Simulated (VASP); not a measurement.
## ScBPt3: single point with PBE

Crystal: ScBPt3.

```
CELL_PARAMETERS angstrom
4.27636 0.00000 0.00000
0.00000 4.27636 0.00000
0.00000 0.00000 4.23388
ATOMIC_POSITIONS crystal
Sc 0.00000 0.00000 0.00000
B 0.50000 0.50000 0.50000
Pt 0.00000 0.50000 0.50000
Pt 0.50000 0.50000 0.00000
Pt 0.50000 0.00000 0.50000
```

```yaml
Program: VASP 6.6.1
Task: single point
Functional: PBE
Potentials_or_basis: VASP PAW PBE potentials, release 64 (Sc_sv, B, Pt)
Cutoff: 520 eV
k_mesh: 8 × 8 × 8
Occupations: fermi-dirac, width 0.1 eV
Spin: no spin polarisation
Dipole_correction: no
Further_INCAR_settings: ALGO = Normal; EDIFF = 1e-06; NBANDS = 30
```

- Pressure: -0.9 GPa
- Band gap on the k mesh: zero (bands 22 and 23 overlap by 1.32 eV)

Stress tensor (GPa, compression positive):
```
-1.42  0.00  0.00
 0.00 -1.42  0.00
 0.00  0.00  0.13
```

Levels at points of the mesh, in eV from the Fermi level:
| k point | band 20 | band 21 | band 22 | band 23 | band 24 | band 25 |
| --- | --- | --- | --- | --- | --- | --- |
| (0.00, 0.00, 0.00) | -1.09 | -1.08 | -1.06 | -1.06 | 1.27 | 1.33 |
| (0.50, 0.00, 0.00) | -2.26 | -1.05 | 0.26 | 0.29 | 1.17 | 1.29 |
| (0.50, 0.50, 0.00) | -2.28 | -1.70 | -0.36 | -0.36 | 0.88 | 0.88 |
| (0.00, 0.00, 0.50) | -2.26 | -1.08 | 0.26 | 0.26 | 1.12 | 1.35 |
| (0.50, 0.00, 0.50) | -2.27 | -1.70 | -0.31 | -0.31 | 0.87 | 0.90 |
| (0.50, 0.50, 0.50) | -1.23 | -0.69 | -0.69 | -0.68 | 0.19 | 0.19 |

Run time: 53 s on 1 thread of Intel(R) Xeon(R) 6975P-C (Granite Rapids) (shared host), peak memory 0.29 GiB.

Caveat: spin-orbit coupling is left out, which moves the levels of the heavy elements.
